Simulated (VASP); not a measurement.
Wanted: the native input for a VASP 6.6.1 run.

```
Task                   : single point
Functional             : PBE
Potentials or basis    : VASP PAW PBE potentials, release 64 (Fe_sv, O_h)
Cutoff                 : 1340 eV
k mesh                 : 10 × 10 × 10
Occupations            : fermi-dirac, width 0.05 eV
Spin                   : collinear spin, ferromagnetic start
Starting moments       : [3.0, 0.0] μB
Dipole correction      : no
Further INCAR settings : ALGO = Normal; EDIFF = 1e-06; NBANDS = 22
```

The structure of FeO lies in POSCAR:

```
FeO
1.0
    2.5949357485      0.0000000000      0.0000000000
    0.0000000000      2.5949357485      0.0000000000
    0.0000000000      0.0000000000      2.5949357485
Fe O
1 1
Direct
    0.0000000000      0.0000000000      0.0000000000
    0.5000000000      0.5000000000      0.5000000000
```

One way to write it, as run:

INCAR

```
SYSTEM = FeO
  PREC = Accurate
  ENCUT = 1340
  EDIFF = 1E-6
  ISMEAR = -1
  SIGMA = 0.05
  LREAL = .FALSE.
  LASPH = .TRUE.
  NELM = 200
  ALGO = Normal
  ISIF = 2
  LWAVE = .FALSE.
  LCHARG = .FALSE.
  ISPIN = 2
  MAGMOM = 3 0
  LORBIT = 11
  LMAXMIX = 4
  GGA = PE
  NBANDS = 22
  GGA_COMPAT = .FALSE.
```

KPOINTS

```
regular mesh
0
G
  10 10 10
  0 0 0
```

Potentials or basis: VASP PAW PBE potentials, release 64 (Fe_sv, O_h).

Run with:

```console
$ cat potpaw_PBE.64/Fe_sv/POTCAR potpaw_PBE.64/O_h/POTCAR > POTCAR
$ mpirun -np 1 vasp_std > vasp.out
```

It gave:

The pressure is 13.6 GPa, the band gap on the k mesh is zero (filled and empty bands overlap) and the net moment is 4.00 μB per cell. The site moments are Fe +3.41; O +0.29 μB. The valence electrons inside the program's atomic spheres are Fe 13.65; O 3.35.

Caveat: the cell stands under pressure; a cell with one magnetic atom can't hold antiferromagnetic order, which such compounds often take; semilocal functionals often make such compounds metallic where correlation or magnetic order opens a gap, which also shifts bond lengths.

Wall time 61 s on 1 thread of Intel(R) Xeon(R) Platinum 8488C (Sapphire Rapids) (shared host), peak memory 0.29 GiB.
